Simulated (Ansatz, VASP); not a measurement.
Two plane-wave programs on HgSb

```
CELL_PARAMETERS angstrom
0.00000 3.20151 3.20151
3.20151 0.00000 3.20151
3.20151 3.20151 0.00000
ATOMIC_POSITIONS crystal
Hg 0.00000 0.00000 0.00000
Sb 0.23751 0.26249 0.26249
```

Alike in both runs: task single point; functional PBEsol; k mesh 10 × 10 × 10; occupations gaussian, width 0.05 eV; no spin polarisation.

|  | VASP | Ansatz |
| --- | --- | --- |
| version | VASP 6.6.1 | Ansatz 0.2.0 |
| potentials or method | VASP PAW PBE potentials, release 64 (Hg, Sb), cutoff 520 eV | scalar-relativistic, plane waves, PAW |
| valence electrons in the cell | 17 | 35 |

|  | VASP | Ansatz | Ansatz less VASP |
| --- | --- | --- | --- |
| gap on the k mesh at the Fermi level (eV) | none | none | - |
| pressure (GPa) | 0.2 | 0.1 | -0.05 |
| traceless stress, the component that is largest in VASP (GPa) | -1.58 | -1.55 | +0.026 |
| rms of the force components (eV/Å) | 0.196 | 0.193 | -0.0038 |

VASP's potentials were made for PBE, not for PBEsol. Atom by atom the forces differ by 0.004 eV/Å (rms over components). A gap of «none» marks a metal or a gap that the smearing closes. With one functional, cell and mesh, what is left measures potentials, basis and numerics. VASP's potentials hold 17 valence electrons a cell and Ansatz's 35, so a difference there can come from the potentials and not from the codes.

Neither program's run includes spin-orbit coupling.
